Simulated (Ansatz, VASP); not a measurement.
One calculation of Ta, two programs

```
CELL_PARAMETERS angstrom
2.87529 0.00000 0.00000
-0.95843 2.71085 0.00000
0.00000 0.00000 17.53660
ATOMIC_POSITIONS crystal
Ta 0.00000 0.00000 0.37065
Ta 0.50000 0.50000 0.50000
Ta 0.00000 0.00000 0.62935
```

Alike in both runs: task single point; functional PBE; k mesh 13 × 13 × 1; occupations fermi-dirac, width 0.1 eV; no spin polarisation.

```csv
,VASP,Ansatz
version,VASP 6.6.1,Ansatz 0.2.0
potentials or method,"VASP PAW PBE potentials, release 64 (Ta_pv)","PAW with Ansatz's default frozen-core files, scalar-relativistic"
plane-wave cutoff (eV),400,420
valence electrons in the cell,33,39
```

```tsv
	VASP	Ansatz	Ansatz less VASP
rms of the force components (eV/Å)	0.002	0.004	+0.0023
```

Atom by atom the forces differ by 0.002 eV/Å (rms over components). VASP's potentials hold 33 valence electrons a cell and Ansatz's 39, so a difference there can come from the potentials and not from the codes. Ansatz's warnings: vacuum density over bound.

Spin-orbit coupling is off throughout.
